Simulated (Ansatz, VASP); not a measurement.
## Two plane-wave programs on Ru

```
CELL_PARAMETERS angstrom
2.67406 0.00000 0.00000
-1.33703 2.31580 0.00000
0.00000 0.00000 4.22676
ATOMIC_POSITIONS crystal
Ru 0.32595 0.68683 0.25000
Ru 0.67405 0.31317 0.75000
```

Change from the starting cell: mode 4 frozen in at -0.047 Å and mode 5 at +0.047 Å (largest displacements).

Alike in both runs: task single point; functional LDA; k mesh 21 × 21 × 10; occupations gaussian, width 0.15 eV; no spin polarisation.

|  | VASP | Ansatz |
| --- | --- | --- |
| version | VASP 6.6.1 | Ansatz 0.2.0 |
| potentials or method | VASP PAW LDA potentials, release 64 (Ru_pv), cutoff 520 eV | scalar-relativistic, plane waves, PAW |
| valence electrons in the cell | 28 | 32 |

VASP gave:

* gap on the k mesh at the Fermi level (eV): none
* pressure (GPa): 1.9
* traceless stress, the component that is largest in VASP (GPa): -2.36
* rms of the force components (eV/Å): 0.603

Which values does Ansatz return?

gap on the k mesh at the Fermi level (eV): none; pressure (GPa): 1.0; traceless stress, the component that is largest in VASP (GPa): -2.27; rms of the force components (eV/Å): 0.601.

Ansatz warns that its potentials were made for another functional, while VASP's fit it. LDA's correlation is that of Perdew and Zunger in VASP and of Perdew and Wang (1992) in Ansatz. Atom by atom the forces differ by 0.002 eV/Å (rms over components). A gap of «none» marks a metal or a gap that the smearing closes. VASP's potentials hold 28 valence electrons a cell and Ansatz's 32, so a difference there can come from the potentials and not from the codes.
